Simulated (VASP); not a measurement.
A run of VASP 6.6.1 is set up as follows.

The input INCAR:

```
PREC = Accurate
ENCUT = 520
EDIFF = 1E-7
ISMEAR = -1
SIGMA = 0.03
LREAL = F
LASPH = T
NELM = 100
ALGO = Normal
ISIF = 2
LWAVE = F
LCHARG = F
GGA = CA
NBANDS = 16
```

Contents of KPOINTS:

```
Automatic mesh
0
Gamma
  8 8 8
```

POSCAR

```
ZnSe
1.0
    0.0000000000      2.8893788162      2.8893788162
    2.8893788162      0.0000000000      2.8893788162
    2.8893788162      2.8893788162      0.0000000000
Zn Se
1 1
Direct
    0.0000000000      0.0000000000      0.0000000000
    0.7500000000      0.7500000000      0.7500000000
```

Potentials or basis: VASP PAW LDA potentials, release 64 (Zn, Se).

The run is started by

```bash
$ cat potpaw_LDA.64/Zn/POTCAR potpaw_LDA.64/Se/POTCAR > POTCAR
$ mpirun -np 1 vasp_std > vasp.out
```

Question: What does it give for the band gap on the k mesh?

Answer: 0.84 eV, direct.

Question: Predict the pressure.

Answer: -6.0 GPa.
